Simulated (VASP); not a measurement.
# Cr (P6_3/mmc) in VASP: a series of runs

The runs below take Cr through single point, with PBE, PBEsol+D4.

Program: VASP 6.6.1. These are calculated values, not measurements. Logs are shortened: lines on timing, memory, paths and dates and some standing lists are left out, and cuts for length are marked.

### 1 The cell of the first run

The structure is hexagonal, space group P6_3/mmc (No. 194). Conventional cell: a = 2.714 Å, b = 2.714 Å, c = 4.410 Å, α = 90.00°, β = 90.00°, γ = 120.00°. Cr (site symmetry -6m2) has 12 Cr at 2.71 Å within 3.6 Å.

This isn't the form of Cr at room conditions, which is bcc.

### 2 Single point, PBE, collinear spin, ferromagnetic start

Input file INCAR:

```
PREC = Accurate
ENCUT = 700
EDIFF = 1E-6
ISMEAR = -1
SIGMA = 0.05
LREAL = F
LASPH = T
NELM = 200
ALGO = Normal
ISIF = 2
LWAVE = F
LCHARG = F
ISPIN = 2
MAGMOM = 2.25 2.25
LORBIT = 11
NUPDOWN = 4.5
LMAXMIX = 4
GGA = PE
NBANDS = 25
GGA_COMPAT = F
```

Input file KPOINTS:

```
regular mesh
0
Gamma
  9 9 5
```

Input file POSCAR:

```
Cr
1.0
    2.7140000000      0.0000000000      0.0000000000
   -1.3570000000      2.3503929459      0.0000000000
    0.0000000000      0.0000000000      4.4100000000
Cr
2
Direct
    0.6666666667      0.3333333333      0.7500000000
    0.3333333333      0.6666666667      0.2500000000
```

Potentials or basis: VASP PAW PBE potentials, release 64 (Cr_sv).

On the command line:

```
> cat potpaw_PBE.64/Cr_sv/POTCAR > POTCAR
> mpirun -np 1 vasp_std > vasp.out
```

OUTCAR:

```text
PREC = Accurate
   ENCUT = 700
   EDIFF = 1E-6
   ISMEAR = -1
   LREAL = F
   LASPH = T
   NELM = 200
   ISIF = 2
   ISPIN = 2
   LORBIT = 11
   NUPDOWN = 4.5
   GGA = PE

 ion  position               nearest neighbor table
   1  0.667  0.333  0.750-   2 2.71   2 2.71   2 2.71   2 2.71   2 2.71   2 2.71
   2  0.333  0.667  0.250-   1 2.71   1 2.71   1 2.71   1 2.71   1 2.71   1 2.71

  LATTYP: Found a hexagonal cell.
 ALAT       =     2.7140000000
 C/A-ratio  =     1.6249078850

  Lattice vectors:

 A1 = (   2.7140000000,   0.0000000000,   0.0000000000)
 A2 = (  -1.3570000000,   2.3503929459,   0.0000000000)
 A3 = (   0.0000000000,   0.0000000000,   4.4100000000)

Analysis of symmetry for initial positions (statically):
=====================================================================
 Subroutine PRICEL returns:
 Original cell was already a primitive cell.

 Routine SETGRP: Setting up the symmetry group for a
 hexagonal supercell.

 Subroutine GETGRP returns: Found 24 space group operations
 (whereof 12 operations were pure point group operations)
 out of a pool of 24 trial point group operations.

The static configuration has the point symmetry D_3d.
 The point group associated with its full space group is D_6h.

Analysis of symmetry for dynamics (positions and initial velocities):
=====================================================================
 Subroutine PRICEL returns:
 Original cell was already a primitive cell.

 Routine SETGRP: Setting up the symmetry group for a
 hexagonal supercell.

 Subroutine GETGRP returns: Found 24 space group operations
 (whereof 12 operations were pure point group operations)
 out of a pool of 24 trial point group operations.

The dynamic configuration has the point symmetry D_3d.
 The point group associated with its full space group is D_6h.

Analysis of structural, dynamic, and magnetic symmetry:
=====================================================================
 Subroutine PRICEL returns:
 Original cell was already a primitive cell.

 Routine SETGRP: Setting up the symmetry group for a
 hexagonal supercell.

 Subroutine GETGRP returns: Found 24 space group operations
 (whereof 12 operations were pure point group operations)
 out of a pool of 24 trial point group operations.

The overall configuration has the point symmetry D_3d.
 The point group associated with its full space group is D_6h.

 Subroutine INISYM returns: Found 24 space group operations
[... 111 lines left out ...]
   EFERMI =   0.00;   METHOD = LEGACY
   ISMEAR =    -1;   SIGMA  =   0.05  broadening in eV -4-tet -1-fermi 0-gaus
   EFERMI_NEDOS =   21; number of points for ismear=-14 and -15
   IALGO  =     38    algorithm
   IMIX   =      4    mixing-type and parameters
     AMIX     =   0.40;   BMIX     =  1.00
     AMIX_MAG =   1.60;   BMIX_MAG =  1.00
  volume/ion in A,a.u.               =      14.07        94.92
  Fermi-wavevector in a.u.,A,eV,Ry     =   1.634549  3.088849 36.351359  2.671750
  Thomas-Fermi vector in A             =   2.726169
   LORBIT       =     11    0 simple, 1 ext, 2 COOP (PROOUT), +10 PAW based schemes
   GGA     = PE    functional components
   LHFCALC =     F    Hartree Fock is set to
   AEXX    =    0.0000 exact exchange contribution
   IVDW    =     0    specifies the selected vdW correction
   LEPSILON=     F    determine dielectric tensor
   LRPA    =     F    only Hartree local field effects (RPA)
 spin polarized calculation
  energy-cutoff  :      700.00
  volume of cell :       28.13
 maximum number of plane-waves:      1196
 NGX is ok and might be reduce to    24
   NGX = 11   NGY = 11   NGZ = 19

 number of electron      27.9999988 magnetization       4.4999997

 Free energy of the ion-electron system (eV)
  ---------------------------------------------------
  ext. energy  EPLUGINS =         0.00000000
  ---------------------------------------------------
  free energy    TOTEN  =       -17.53001157 eV

  energy without entropy =      -17.50408812  energy(sigma->0) =      -17.51704984

 E-fermi :  10.6957     XC(G=0): -12.5383

 val. band max:       11.4908549450   @ k =   0.2222   0.1111   0.2000
 cond. band min:      10.7040162456   @ k =   0.1111  -0.0000   0.2000
 fundamental gap:     -0.7868386994
 Fermi energy:        11.4927179074

 spin component 1

 k-point     1 :       0.0000    0.0000    0.0000
  band No.  band energies     occupation
      1     -61.4001      1.00000
      2     -61.3112      1.00000
      3     -32.9606      1.00000
      4     -32.4831      1.00000
      5     -32.4831      1.00000
      6     -32.4720      1.00000
[... 661 lines left out ...]
     24      21.4570      0.00000
     25      25.9644      0.00000

 [... further k-points ...]

 spin component 2

 k-point     1 :       0.0000    0.0000    0.0000
  band No.  band energies     occupation
      1     -59.2779      1.00000
      2     -59.1848      1.00000
      3     -30.8672      1.00000
      4     -30.3969      1.00000
      5     -30.3969      1.00000
      6     -30.3503      1.00000
[... 661 lines left out ...]
     24      22.7630      0.00000
     25      26.8586      0.00000

 [... further k-points ...]
[... 5 lines left out ...]
  --------------------------------------------------------------------------------------
  -------------------------------------------------------------------------------------
  Total       -1.3173074     -1.3173074     -2.5063731      0.0000000      0.0000000      0.0000000
  in kB      -75.0254860    -75.0254860   -142.7471309      0.0000000      0.0000000      0.0000000
  external PRESSURE =     -97.5993676 kB  Pullay stress =       0.0000000 kB

 VOLUME and BASIS-vectors are now :
 -----------------------------------------------------------------------------
  energy-cutoff  :      700.00
  volume of cell :       28.13
      direct lattice vectors                 reciprocal lattice vectors
     2.714000000  0.000000000  0.000000000     0.368459838  0.212730387  0.000000000
    -1.357000000  2.350392946  0.000000000     0.000000000  0.425460773  0.000000000
     0.000000000  0.000000000  4.410000000     0.000000000  0.000000000  0.226757370

 POSITION                                       TOTAL-FORCE (eV/Angst)
 -----------------------------------------------------------------------------------
      1.35700      0.78346      3.30750         0.000000     -0.000000      0.000000
     -0.00000      1.56693      1.10250        -0.000000      0.000000      0.000000
 -----------------------------------------------------------------------------------
    total drift:                               -0.000000      0.000000     -0.000000

  FREE ENERGIE OF THE ION-ELECTRON SYSTEM (eV)
  ---------------------------------------------------
  free  energy   TOTEN  =       -17.5300115726 eV

  energy  without entropy=      -17.5040881157  energy(sigma->0) =      -17.51704984

 total charge

# of ion       s       p       d       tot
------------------------------------------
    1        2.169   5.990   3.543  11.703
    2        2.169   5.990   3.543  11.703
--------------------------------------------------
tot          4.338  11.981   7.087  23.405

 magnetization (x)

# of ion       s       p       d       tot
------------------------------------------
    1        0.003   0.020   1.868   1.891
    2        0.003   0.020   1.868   1.891
--------------------------------------------------
tot          0.006   0.040   3.736   3.783
```

Wall time 27 s (1 thread of Intel Xeon 6975P-C (Granite Rapids), shared host); peak memory 0.2 GiB.

What came out:

| Property | Result |
| --- | --- |
| Free energy | -17.5300 eV |
| Pressure | -9.8 GPa |
| Net moment | 4.50 μB per cell |
| Site moments | Cr +1.89 μB |
| Valence electrons inside the program's atomic spheres | Cr 11.70 |

Stress tensor (GPa, compression positive):
```
 -7.50   0.00   0.00
  0.00  -7.50   0.00
  0.00   0.00 -14.27
```

Caveat: the stress differs along the axes, from -14 to -8 GPa; the total moment is fixed, so each spin has its own Fermi level and the state may be an excited one.

### 3 Single point, PBE, collinear spin, ferromagnetic start

Input file INCAR:

```
PREC = Accurate
ENCUT = 700
EDIFF = 1E-6
ISMEAR = -1
SIGMA = 0.05
LREAL = False
LASPH = True
NELM = 200
ALGO = Normal
ISIF = 2
LWAVE = False
LCHARG = False
ISPIN = 2
MAGMOM = 3 3
LORBIT = 11
NUPDOWN = 6.0
LMAXMIX = 4
GGA = PE
NBANDS = 25
GGA_COMPAT = False
```

KPOINTS is that of step 2.

POSCAR is that of step 2.

Potentials or basis: VASP PAW PBE potentials, release 64 (Cr_sv).

On the command line:

```
> cat potpaw_PBE.64/Cr_sv/POTCAR > POTCAR
> mpirun -np 1 vasp_std > vasp.out
```

OUTCAR:

```text
PREC = Accurate
   ENCUT = 700
   EDIFF = 1E-6
   ISMEAR = -1
   LREAL = False
   LASPH = True
   NELM = 200
   ISIF = 2
   ISPIN = 2
   LORBIT = 11
   NUPDOWN = 6.0
   GGA = PE

 ion  position               nearest neighbor table
   1  0.667  0.333  0.750-   2 2.71   2 2.71   2 2.71   2 2.71   2 2.71   2 2.71
   2  0.333  0.667  0.250-   1 2.71   1 2.71   1 2.71   1 2.71   1 2.71   1 2.71

  LATTYP: Found a hexagonal cell.
 ALAT       =     2.7140000000
 C/A-ratio  =     1.6249078850

  Lattice vectors:

 A1 = (   2.7140000000,   0.0000000000,   0.0000000000)
 A2 = (  -1.3570000000,   2.3503929459,   0.0000000000)
 A3 = (   0.0000000000,   0.0000000000,   4.4100000000)

Analysis of symmetry for initial positions (statically):
=====================================================================
 Subroutine PRICEL returns:
 Original cell was already a primitive cell.

 Routine SETGRP: Setting up the symmetry group for a
 hexagonal supercell.

 Subroutine GETGRP returns: Found 24 space group operations
 (whereof 12 operations were pure point group operations)
 out of a pool of 24 trial point group operations.

The static configuration has the point symmetry D_3d.
 The point group associated with its full space group is D_6h.

Analysis of symmetry for dynamics (positions and initial velocities):
=====================================================================
 Subroutine PRICEL returns:
 Original cell was already a primitive cell.

 Routine SETGRP: Setting up the symmetry group for a
 hexagonal supercell.

 Subroutine GETGRP returns: Found 24 space group operations
 (whereof 12 operations were pure point group operations)
 out of a pool of 24 trial point group operations.

The dynamic configuration has the point symmetry D_3d.
 The point group associated with its full space group is D_6h.

Analysis of structural, dynamic, and magnetic symmetry:
=====================================================================
[... 153 lines left out ...]
  ext. energy  EPLUGINS =         0.00000000
  ---------------------------------------------------
  free energy    TOTEN  =       -16.76486090 eV

  energy without entropy =      -16.72935574  energy(sigma->0) =      -16.74710832

 E-fermi :  10.6653     XC(G=0): -12.4763

 val. band max:       11.8209489455   @ k =   0.4444   0.1111   0.2000
 cond. band min:      10.6875550672   @ k =   0.2222   0.1111   0.4000
 fundamental gap:     -1.1333938783
 Fermi energy:        11.8616007672

 spin component 1

 k-point     1 :       0.0000    0.0000    0.0000
  band No.  band energies     occupation
      1     -61.2530      1.00000
      2     -61.1627      1.00000
      3     -32.8014      1.00000
      4     -32.3765      1.00000
      5     -32.3765      1.00000
      6     -32.3082      1.00000
[... 661 lines left out ...]
     24      21.3873      0.00000
     25      25.9365      0.00000

 [... further k-points ...]

 spin component 2

 k-point     1 :       0.0000    0.0000    0.0000
  band No.  band energies     occupation
      1     -58.5091      1.00000
      2     -58.4135      1.00000
      3     -30.1408      1.00000
      4     -29.6542      1.00000
      5     -29.6542      1.00000
      6     -29.6077      1.00000
[... 661 lines left out ...]
     24      23.1790      0.00000
     25      27.1426      0.00000

 [... further k-points ...]

------------------------ aborting loop because EDIFF is reached ----------------------------------------

  FORCE on cell =-STRESS in cart. coord.  units (eV):
  Direction    XX          YY          ZZ          XY          YZ          ZX
  --------------------------------------------------------------------------------------
  -------------------------------------------------------------------------------------
  Total        1.3572388      1.3572388      0.7625572      0.0000000      0.0000000      0.0000000
  in kB       77.2997246     77.2997246     43.4304275      0.0000000      0.0000000      0.0000000
  external PRESSURE =      66.0099589 kB  Pullay stress =       0.0000000 kB

 VOLUME and BASIS-vectors are now :
 -----------------------------------------------------------------------------
  energy-cutoff  :      700.00
  volume of cell :       28.13
      direct lattice vectors                 reciprocal lattice vectors
     2.714000000  0.000000000  0.000000000     0.368459838  0.212730387  0.000000000
    -1.357000000  2.350392946  0.000000000     0.000000000  0.425460773  0.000000000
     0.000000000  0.000000000  4.410000000     0.000000000  0.000000000  0.226757370

 POSITION                                       TOTAL-FORCE (eV/Angst)
 -----------------------------------------------------------------------------------
      1.35700      0.78346      3.30750        -0.000000      0.000000      0.000000
     -0.00000      1.56693      1.10250         0.000000     -0.000000      0.000000
 -----------------------------------------------------------------------------------
    total drift:                               -0.000000      0.000000     -0.000000

  FREE ENERGIE OF THE ION-ELECTRON SYSTEM (eV)
  ---------------------------------------------------
  free  energy   TOTEN  =       -16.7648608962 eV

  energy  without entropy=      -16.7293557432  energy(sigma->0) =      -16.74710832

 total charge

# of ion       s       p       d       tot
------------------------------------------
    1        2.171   5.987   3.594  11.751
    2        2.171   5.987   3.594  11.751
--------------------------------------------------
tot          4.341  11.974   7.187  23.502

 magnetization (x)

# of ion       s       p       d       tot
------------------------------------------
    1        0.005   0.033   2.425   2.463
    2        0.005   0.033   2.425   2.463
--------------------------------------------------
tot          0.009   0.066   4.850   4.925
```

OSZICAR:

```text
N       E                     dE             d eps       ncg     rms          rms(c)
DAV:   1     0.616471825809E+03    0.61647E+03   -0.17732E+04  4006   0.455E+03
DAV:   2     0.326252554192E+02   -0.58385E+03   -0.56040E+03  4094   0.790E+02
DAV:   3    -0.122428485257E+02   -0.44868E+02   -0.43464E+02  4898   0.251E+02
DAV:   4    -0.170972283151E+02   -0.48544E+01   -0.47214E+01  6742   0.557E+01
DAV:   5    -0.180248023785E+02   -0.92757E+00   -0.92659E+00  5232   0.200E+01    0.132E+01
DAV:   6    -0.165335174417E+02    0.14913E+01   -0.58805E+00  5668   0.499E+01    0.745E+00
DAV:   7    -0.167456590490E+02   -0.21214E+00   -0.82098E-01  6486   0.109E+01    0.356E+00
DAV:   8    -0.167619781771E+02   -0.16319E-01   -0.59556E-02  6876   0.332E+00    0.173E+00
DAV:   9    -0.167636247228E+02   -0.16465E-02   -0.19089E-02  6920   0.234E+00    0.296E-01
DAV:  10    -0.167647102163E+02   -0.10855E-02   -0.14435E-03  6015   0.431E-01    0.170E-01
DAV:  11    -0.167648734442E+02   -0.16323E-03   -0.20581E-04  6975   0.172E-01    0.672E-02
DAV:  12    -0.167648625901E+02    0.10854E-04   -0.21354E-05  5560   0.791E-02    0.220E-02
DAV:  13    -0.167648606247E+02    0.19654E-05   -0.15667E-06  3415   0.194E-02    0.263E-03
DAV:  14    -0.167648608962E+02   -0.27149E-06   -0.39789E-07  2362   0.829E-03
   1 F= -.16764861E+02 E0= -.16747108E+02  d E =-.355052E-01  mag=     6.0000
```

Run time: 36 s. Hardware: 1 thread of Intel Xeon Platinum 8488C (Sapphire Rapids), shared host; peak memory 0.2 GiB.

What came out:

```
Free energy                                           : -16.7649 eV
Pressure                                              : 6.6 GPa
Net moment                                            : 6.00 μB per cell
Site moments                                          : Cr +2.46 μB
Valence electrons inside the program's atomic spheres : Cr 11.75
```

Caveat: the cell stands under pressure; the total moment is fixed, so each spin has its own Fermi level and the state may be an excited one.

### 4 Single point, PBE, collinear spin, ferromagnetic start

Input file INCAR:

```
ALGO = Normal
EDIFF = 1E-6
ENCUT = 700
GGA = PE
GGA_COMPAT = False
ISIF = 2
ISMEAR = -1
ISPIN = 2
LASPH = True
LCHARG = False
LMAXMIX = 4
LORBIT = 11
LREAL = False
LWAVE = False
MAGMOM = 3.75 3.75
NBANDS = 25
NELM = 200
NUPDOWN = 7.5
PREC = Accurate
SIGMA = 0.05
```

Input file KPOINTS:

```
k-points
0
Gamma
  9 9 5
```

POSCAR is that of step 3.

On the command line:

```
> cat potpaw_PBE.64/Cr_sv/POTCAR > POTCAR
> mpirun -np 1 vasp_std > vasp.out
```

Run time: 53 s. Hardware: 1 thread of Intel Xeon Platinum 8559C (Emerald Rapids), shared host; peak memory 0.2 GiB.

The run converged. Its results:

| Item | Value |
| --- | --- |
| Free energy | -15.7362 eV |
| Pressure | 26.7 GPa |
| Net moment | 7.50 μB per cell |
| Site moments | Cr +3.02 μB |
| Valence electrons inside the program's atomic spheres | Cr 11.81 |

Stress tensor (GPa, compression positive):
```
25.48  0.00  0.00
 0.00 25.48  0.00
 0.00  0.00 28.99
```

Caveat: the cell stands under pressure; the total moment is fixed, so each spin has its own Fermi level and the state may be an excited one.

(Part 1 of 2 ends here.)
